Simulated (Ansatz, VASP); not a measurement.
**CuI in VASP and in Ansatz**

```
Cu I
1.0
     0.00000    3.01912    3.01912
     3.01912    0.00000    3.01912
     3.01912    3.01912    0.00000
Cu I
1 1
Direct
  0.00000 0.00000 0.00000
  0.25000 0.25000 0.25000
```

Change from the starting cell: volume scaled by 0.98, PAW files.

Alike in both runs: task electric field gradients; functional PBE; k mesh 12 × 12 × 12; occupations fermi-dirac, width 0.05 eV; no spin polarisation.

```csv
,VASP,Ansatz
version,VASP 6.6.1,Ansatz 0.2.0
potentials or method,"VASP PAW PBE potentials, release 64 (Cu, I)","PAW with Ansatz's default frozen-core files, scalar-relativistic"
plane-wave cutoff (eV),520,420
valence electrons in the cell,18,36
```

Ansatz gave:

```
pressure (GPa) : 0.8
```

Task: Which values does VASP return?

Result: Pressure (GPa): 0.9.

The functional is the same, so the differences come from potentials, cutoffs and numerics. VASP's potentials hold 18 valence electrons a cell and Ansatz's 36, so a difference there can come from the potentials and not from the codes.

Spin-orbit coupling is off throughout.
